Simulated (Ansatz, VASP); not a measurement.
Ge3N4 in VASP and in Ansatz

```
Ge N
1.0
     8.04393    0.00000    0.00000
    -4.02196    6.96625    0.00000
     0.00000    0.00000    3.08006
Ge N
6 8
Direct
  0.82864 0.23494 0.75000
  0.59370 0.82864 0.25000
  0.23494 0.40630 0.25000
  0.76506 0.59370 0.75000
  0.40630 0.17136 0.75000
  0.17136 0.76506 0.25000
  0.66667 0.33333 0.75000
  0.33333 0.66667 0.25000
  0.66939 0.97221 0.75000
  0.69718 0.66939 0.25000
  0.97221 0.30282 0.25000
  0.02779 0.69718 0.75000
  0.33061 0.02779 0.25000
  0.30282 0.33061 0.75000
```

Alike in both runs: task single point; functional PBE; k mesh 6 × 6 × 8; occupations fermi-dirac, width 0.02 eV; no spin polarisation.

```csv
,VASP,Ansatz
version,VASP 6.6.1,Ansatz 0.2.0
potentials or method,"VASP PAW PBE potentials, release 64 (Ge_d, N)","plane waves, PAW"
plane-wave cutoff (eV),600,420
valence electrons in the cell,124,124
```

|  | VASP | Ansatz | Ansatz less VASP |
| --- | --- | --- | --- |
| gap on the k mesh at the Fermi level (eV) | 2.20 | 2.19 | -0.011 |
| pressure (GPa) | 5.7 | 6.4 | +0.71 |
| traceless stress, the component that is largest in VASP (GPa) | 0.33 | 0.38 | +0.051 |
| rms of the force components (eV/Å) | 0.026 | 0.029 | +0.0034 |

Atom by atom the forces differ by 0.004 eV/Å (rms over components).
